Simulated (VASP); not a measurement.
A run of VASP 6.6.1:

File INCAR:

```
SYSTEM = BiPd
PREC = Accurate
ENCUT = 520
EDIFF = 1E-8
ISMEAR = -1
SIGMA = 0.03
LREAL = .False.
LASPH = .True.
NELM = 80
ALGO = Normal
ISIF = 2
LWAVE = .False.
LCHARG = .False.
GGA = PS
LEFG = .True.
NBANDS = 33
```

Contents of KPOINTS:

```
Automatic mesh
0
Gamma
  9 9 6
  0 0 0
```

The input POSCAR:

```
BiPd
1.0
    4.2016109762      0.0000000000      0.0000000000
   -2.1008054881      3.6387018422      0.0000000000
    0.0000000000      0.0000000000      5.6518109299
Bi Pd
2 2
Direct
    0.3333333333      0.6666666667      0.2500000000
    0.6666666667      0.3333333333      0.7500000000
    0.0000000000      0.0000000000      0.0000000000
    0.0000000000      0.0000000000      0.5000000000
```

Potentials or basis: VASP PAW PBE potentials, release 64 (Bi_d, Pd).

The run is started by

```sh
$ cat potpaw_PBE.64/Bi_d/POTCAR potpaw_PBE.64/Pd/POTCAR > POTCAR
$ mpirun -np 1 vasp_std > vasp.out
```

Hardware: 1 thread of Intel Xeon 8259CL, with other jobs on the host.

Problem. How long does it take, and how much memory?

Solution. Run time: 3.3 min on 1 thread of Intel Xeon 8259CL, with other jobs on the host, peak memory 0.27 GiB. Counts: scf iterations 17, k points 48.
